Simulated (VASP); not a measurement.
# Nb in VASP: relaxation of the atoms with LDA

Aim: the relaxation of the atoms of Nb with LDA.

All numbers are computed with VASP 6.6.1; they aren't measurements. Logs are shortened: lines on timing, memory, paths and dates and some standing lists are left out, and cuts for length are marked.

### Step 1. The cell of the first run

The cell holds a slab with vacuum, 16 atoms: a = 6.600 Å, b = 6.600 Å, c = 15.950 Å, α = 90.00°, β = 90.00°, γ = 90.00°.

### Step 2. Relaxation of the atoms, LDA

File INCAR:

```
SYSTEM = Nb
  PREC = Accurate
  ENCUT = 520
  EDIFF = 1E-7
  ISMEAR = -1
  SIGMA = 0.1
  LREAL = Auto
  LASPH = .TRUE.
  NELM = 60
  ALGO = Normal
  ISIF = 2
  LWAVE = .FALSE.
  LCHARG = .FALSE.
  IBRION = 2
  NSW = 45
  EDIFFG = -0.08
  KPAR = 2
```

File KPOINTS:

```
regular mesh
0
G
  3 3 1
  0 0 0
```

File POSCAR:

```
Nb
1.0
    6.6000000000      0.0000000000      0.0000000000
    0.0000000000      6.6000000000      0.0000000000
    0.0000000000      0.0000000000     15.9500000000
Nb
16
Selective dynamics
Direct
    0.2500000000      0.2500000000      0.0626959000  F F F
    0.7500000000      0.2500000000      0.0626959000  F F F
    0.2500000000      0.7500000000      0.0626959000  F F F
    0.7500000000      0.7500000000      0.0626959000  F F F
    0.0000000000      0.0000000000      0.1661442000  T T T
    0.5000000000      0.0000000000      0.1661442000  T T T
    0.0000000000      0.5000000000      0.1661442000  T T T
    0.5000000000      0.5000000000      0.1661442000  T T T
    0.2500000000      0.2500000000      0.2695925000  T T T
    0.7500000000      0.2500000000      0.2695925000  T T T
    0.2500000000      0.7500000000      0.2695925000  T T T
    0.7500000000      0.7500000000      0.2695925000  T T T
    0.0000000000      0.0000000000      0.3730408000  T T T
    0.5000000000      0.0000000000      0.3730408000  T T T
    0.0000000000      0.5000000000      0.3730408000  T T T
    0.5000000000      0.5000000000      0.3730408000  T T T
```

Potentials or basis: VASP PAW LDA potentials, release 64 (Nb_sv).

Command:

```sh
$ cat potpaw_LDA.64/Nb_sv/POTCAR > POTCAR
$ mpirun -np 4 vasp_std > vasp.out
```

OUTCAR:

```text
SYSTEM = Nb
   PREC = Accurate
   ENCUT = 520
   EDIFF = 1E-7
   ISMEAR = -1
   LREAL = Auto
   LASPH = .TRUE.
   NELM = 60
   ISIF = 2
   IBRION = 2
   NSW = 45
   EDIFFG = -0.08

 ion  position               nearest neighbor table
   1  0.250  0.250  0.063-   5 2.86   6 2.86   7 2.86   8 2.86
   2  0.750  0.250  0.063-   5 2.86   6 2.86   7 2.86   8 2.86
   3  0.250  0.750  0.063-   5 2.86   6 2.86   7 2.86   8 2.86
   4  0.750  0.750  0.063-   5 2.86   6 2.86   7 2.86   8 2.86
   5  0.000  0.000  0.166-   1 2.86   2 2.86   3 2.86   4 2.86   9 2.86  10 2.86  11 2.86  12 2.86
[... 26 lines left out ...]
 A1 = (   6.6000000000,   0.0000000000,   0.0000000000)
 A2 = (   0.0000000000,   6.6000000000,   0.0000000000)
 A3 = (   0.0000000000,   0.0000000000,  15.9500000000)

Analysis of symmetry for initial positions (statically):
=====================================================================
 Subroutine PRICEL returns following result:

  LATTYP: Found a simple tetragonal cell.
 ALAT       =     3.3000000000
 C/A-ratio  =     4.8333333333
[... 12 lines left out ...]
 Subroutine GETGRP returns: Found 16 space group operations
 (whereof  8 operations were pure point group operations)
 out of a pool of 16 trial point group operations.

The static configuration has the point symmetry C_4v.
 The point group associated with its full space group is D_4h.

Analysis of symmetry for dynamics (positions and initial velocities):
=====================================================================
 Subroutine PRICEL returns following result:

  LATTYP: Found a simple tetragonal cell.
 ALAT       =     3.3000000000
 C/A-ratio  =     4.8333333333
[... 12 lines left out ...]
 Subroutine GETGRP returns: Found 16 space group operations
 (whereof  8 operations were pure point group operations)
 out of a pool of 16 trial point group operations.

The dynamic configuration has the point symmetry C_4v.
 The point group associated with its full space group is D_4h.

Analysis of constrained symmetry for selective dynamics:
=====================================================================
 Subroutine PRICEL returns following result:

  LATTYP: Found a simple tetragonal cell.
 ALAT       =     3.3000000000
 C/A-ratio  =     4.8333333333
[... 12 lines left out ...]
 Subroutine GETGRP returns: Found  8 space group operations
 (whereof  8 operations were pure point group operations)
 out of a pool of 16 trial point group operations.

The constrained configuration has the point symmetry C_4v.

 Subroutine INISYM returns: Found  8 space group operations
 (whereof  8 operations are pure point group operations),
 and found     4 'primitive' translations

----------------------------------------------------------------------------------------

                                     Primitive cell

  volume of cell :     173.6955

  direct lattice vectors                    reciprocal lattice vectors
     3.300000000  0.000000000  0.000000000     0.303030303  0.000000000  0.000000000
     0.000000000  3.300000000  0.000000000     0.000000000  0.303030303  0.000000000
     0.000000000  0.000000000 15.950000000     0.000000000  0.000000000  0.062695925

  length of vectors
     3.300000000  3.300000000 15.950000000     0.303030303  0.303030303  0.062695925

  position of ions in fractional coordinates (direct lattice)
     0.500000000  0.500000000  0.062695900
     0.000000000  0.000000000  0.166144200
     0.500000000  0.500000000  0.269592500
     0.000000000  0.000000000  0.373040800

  ion indices of the primitive-cell ions
   primitive index   ion index
                 1           1
                 2           5
                 3           9
                 4          13

----------------------------------------------------------------------------------------

 KPOINTS: regular mesh

Automatic generation of k-mesh.
 Grid dimensions read from file:
 generate k-points for:    3    3    1

 Generating k-lattice:

  Cartesian coordinates                     Fractional coordinates (reciprocal lattice)
     0.050505051  0.000000000  0.000000000     0.333333333  0.000000000  0.000000000
     0.000000000  0.050505051  0.000000000     0.000000000  0.333333333  0.000000000
     0.000000000  0.000000000  0.062695925     0.000000000  0.000000000  1.000000000

  Length of vectors
     0.050505051  0.050505051  0.062695925

  Shift w.r.t. Gamma in fractional coordinates (k-lattice)
     0.000000000  0.000000000  0.000000000

 Subroutine IBZKPT returns following result:
 ===========================================

 Found      3 irreducible k-points:

 Following reciprocal coordinates:
            Coordinates               Weight
  0.000000  0.000000  0.000000      1.000000
  0.333333  0.000000  0.000000      4.000000
  0.333333  0.333333  0.000000      4.000000
   k-points           NKPTS =      3   k-points in BZ     NKDIM =      3   number of bands    NBANDS=    124
   number of dos      NEDOS =    301   number of ions     NIONS =     16
   total plane-waves  NPLWV = 300000
   dimension x,y,z NGX =    50 NGY =   50 NGZ =  120
   dimension x,y,z NGXF=   100 NGYF=  100 NGZF=  240
   ions per type =              16
   NGX,Y,Z   is equivalent  to a cutoff of  12.59, 12.59, 12.51 a.u.
   NGXF,Y,Z  is equivalent  to a cutoff of  25.19, 25.19, 25.02 a.u.
 SYSTEM =  Nb
   PREC   = accura    normal or accurate (medium, high low for compatibility)
   ISTART =      0    job   : 0-new  1-cont  2-samecut
   ICHARG =      2    charge: 1-file 2-atom 10-const
   ISPIN  =      1    spin polarized calculation?
   LNONCOLLINEAR =      F non collinear calculations
   LSORBIT =      F    spin-orbit coupling
   LASPH  =      T    aspherical Exc in radial PAW
   ENCUT  =  520.0 eV  38.22 Ry    6.18 a.u.  12.27 12.27 29.66*2*pi/ulx,y,z
   NELM   =     60;   NELMIN=  2; NELMDL= -5     # of ELM steps
   EDIFF  = 0.1E-06   stopping-criterion for ELM
   LREAL  =      T    real-space projection
   EDIFFG = -.8E-01   stopping-criterion for IOM
   NSW    =     45    number of steps for IOM
   IBRION =      2    ionic relax: 0-MD 1-quasi-New 2-CG
   NFREE  =      1    steps in history (QN), initial steepest desc. (CG)
   ISIF   =      2    stress and relaxation
   ISYM   =      2    0-nonsym 1-usesym 2-fastsym
   POTIM  = 0.5000    time-step for ionic-motion
   TEBEG  =    0.0;   TEEND  =   0.0 temperature during run
   PSTRESS=    0.0 pullay stress
   NELECT =     208.0000    total number of electrons
   NUPDOWN=      -1.0000    fix difference up-down
   EMIN   =  10.00;   EMAX   =-10.00  energy-range for DOS
   EFERMI =   0.00;   METHOD = LEGACY
   ISMEAR =    -1;   SIGMA  =   0.10  broadening in eV -4-tet -1-fermi 0-gaus
   EFERMI_NEDOS =   21; number of points for ismear=-14 and -15
   IALGO  =     38    algorithm
   IMIX   =      4    mixing-type and parameters
     AMIX     =   0.40;   BMIX     =  1.00
     AMIX_MAG =   1.60;   BMIX_MAG =  1.00
  volume/ion in A,a.u.               =      43.42       293.04
  Fermi-wavevector in a.u.,A,eV,Ry     =   1.095166  2.069563 16.318657  1.199387
  Thomas-Fermi vector in A             =   2.231484
   LORBIT       =      0    0 simple, 1 ext, 2 COOP (PROOUT), +10 PAW based schemes
   GGA     = CA    functional components
   LHFCALC =     F    Hartree Fock is set to
   AEXX    =    0.0000 exact exchange contribution
   IVDW    =     0    specifies the selected vdW correction
   LEPSILON=     F    determine dielectric tensor
   LRPA    =     F    only Hartree local field effects (RPA)
 conjugate gradient relaxation of ions
 non-spin polarized calculation
  energy-cutoff  :      520.00
  volume of cell :      694.78
 maximum number of plane-waves:     18755
 NGX is ok and might be reduce to    50
   NGX = 25   NGY = 25   NGZ = 59

--------------------------------------- Ionic step        1  -------------------------------------------

 number of electron     208.0000026 magnetization

 Free energy of the ion-electron system (eV)
  ---------------------------------------------------
  ext. energy  EPLUGINS =         0.00000000
  ---------------------------------------------------
  free energy    TOTEN  =      -162.98750869 eV

  energy without entropy =     -162.00736848  energy(sigma->0) =     -162.49743859

------------------------ aborting loop because EDIFF is reached ----------------------------------------

  FORCE on cell =-STRESS in cart. coord.  units (eV):
  Direction    XX          YY          ZZ          XY          YZ          ZX
  --------------------------------------------------------------------------------------
  -------------------------------------------------------------------------------------
  Total      -36.7381890    -36.7381890    -24.3109444      0.0000000      0.0000000     -0.0000000
  in kB      -84.7187946    -84.7187946    -56.0613890      0.0000000      0.0000000     -0.0000000
  external PRESSURE =     -75.1663260 kB  Pullay stress =       0.0000000 kB
[... 131 lines left out ...]
  FREE ENERGIE OF THE ION-ELECTRON SYSTEM (eV)
  ---------------------------------------------------
  free  energy   TOTEN  =      -163.6014595180 eV

  energy  without entropy=     -162.6643382050  energy(sigma->0) =     -163.13289886

[... ionic steps 4 to 7 ...]

--------------------------------------- Ionic step        8  -------------------------------------------

 number of electron     208.0000024 magnetization

------------------------ aborting loop because EDIFF is reached ----------------------------------------
[... 95 lines left out ...]
--------------------------------------- Ionic step       10  -------------------------------------------

 number of electron     208.0000023 magnetization

 Free energy of the ion-electron system (eV)
  ---------------------------------------------------
  ext. energy  EPLUGINS =         0.00000000
  ---------------------------------------------------
  free energy    TOTEN  =      -164.38355604 eV

  energy without entropy =     -163.63859192  energy(sigma->0) =     -164.01107398

 E-fermi :   2.5622     XC(G=0):  -6.5479

 val. band max:        2.4649563798   @ k =   0.3333   0.3333   0.0000
 cond. band min:       2.5927790260   @ k =   0.0000   0.0000   0.0000
 fundamental gap:      0.1278226462
 Fermi energy:         2.5621594973

 k-point     1 :       0.0000    0.0000    0.0000
  band No.  band energies     occupation
      1     -52.0190      2.00000
      2     -51.9843      2.00000
      3     -51.9218      2.00000
      4     -51.9218      2.00000
      5     -51.9192      2.00000
      6     -51.9192      2.00000
[... 346 lines left out ...]
    115       3.1209      0.00746
    116       3.1823      0.00404
 [bands above 116 left out]

------------------------ aborting loop because EDIFF is reached ----------------------------------------

  FORCE on cell =-STRESS in cart. coord.  units (eV):
  Direction    XX          YY          ZZ          XY          YZ          ZX
  --------------------------------------------------------------------------------------
  -------------------------------------------------------------------------------------
  Total      -10.5122124    -10.5122124      0.8659526      0.0000000     -0.0000000      0.0000000
  in kB      -24.2413137    -24.2413137      1.9968991      0.0000000     -0.0000000      0.0000000
  external PRESSURE =     -15.4952427 kB  Pullay stress =       0.0000000 kB
[... 31 lines left out ...]
  FREE ENERGIE OF THE ION-ELECTRON SYSTEM (eV)
  ---------------------------------------------------
  free  energy   TOTEN  =      -164.3835560430 eV

  energy  without entropy=     -163.6385919153  energy(sigma->0) =     -164.01107398

 reached required accuracy - stopping structural energy minimisation
```

It took 27 min on 4 MPI ranks of AMD EPYC 7R13 (Zen 3), shared host; peak memory 0.38 GiB.

Results:

```
Free energy               : -164.3836 eV
Energy gained by relaxing : 87.3 meV/atom
Ionic steps               : 10
Band gap on the k mesh    : zero (bands 104 and 105 overlap by 0.16 eV)
```

The path:
| step | energy change (eV) | largest force on free atoms (eV/Å) | pressure (GPa) |
| --- | --- | --- | --- |
| 1 | 0.0000 | 1.3048 | -7.52 |
| 2 | -0.3099 | 1.0140 | -6.86 |
| 3 | -0.6140 | 0.8216 | -5.28 |
| 4 | -0.8180 | 0.6229 | -4.81 |
| 5 | -1.1825 | 0.6872 | -3.25 |
| 6 | -1.2073 | 0.8501 | -2.57 |
| 7 | -1.3358 | 0.5123 | -2.04 |
| 8 | -1.3829 | 0.2614 | -1.43 |
| 9 | -1.3831 | 0.2681 | -1.47 |
| 10 | -1.3960 | 0.0755 | -1.55 |

Final structure:
```yaml
crystal:
  lattice:
    - [6.60000, 0.00000, 0.00000]
    - [0.00000, 6.60000, 0.00000]
    - [0.00000, 0.00000, 15.95000]
  atoms:
    - { symbol: Nb, position: [0.25000, 0.25000, 0.06270] }
    - { symbol: Nb, position: [0.75000, 0.25000, 0.06270] }
    - { symbol: Nb, position: [0.25000, 0.75000, 0.06270] }
    - { symbol: Nb, position: [0.75000, 0.75000, 0.06270] }
    - { symbol: Nb, position: [0.00000, 0.00000, 0.14963] }
    - { symbol: Nb, position: [0.50000, 0.00000, 0.14963] }
    - { symbol: Nb, position: [0.00000, 0.50000, 0.14963] }
    - { symbol: Nb, position: [0.50000, 0.50000, 0.14963] }
    - { symbol: Nb, position: [0.25000, 0.25000, 0.25354] }
    - { symbol: Nb, position: [0.75000, 0.25000, 0.25354] }
    - { symbol: Nb, position: [0.25000, 0.75000, 0.25354] }
    - { symbol: Nb, position: [0.75000, 0.75000, 0.25354] }
    - { symbol: Nb, position: [0.00000, 0.00000, 0.34066] }
    - { symbol: Nb, position: [0.50000, 0.00000, 0.34066] }
    - { symbol: Nb, position: [0.00000, 0.50000, 0.34066] }
    - { symbol: Nb, position: [0.50000, 0.50000, 0.34066] }
```

Caveat: there is no dipole correction, which matters where the two faces differ.

The gap in the log of VASP goes by the Fermi energy; the results here count the filled bands.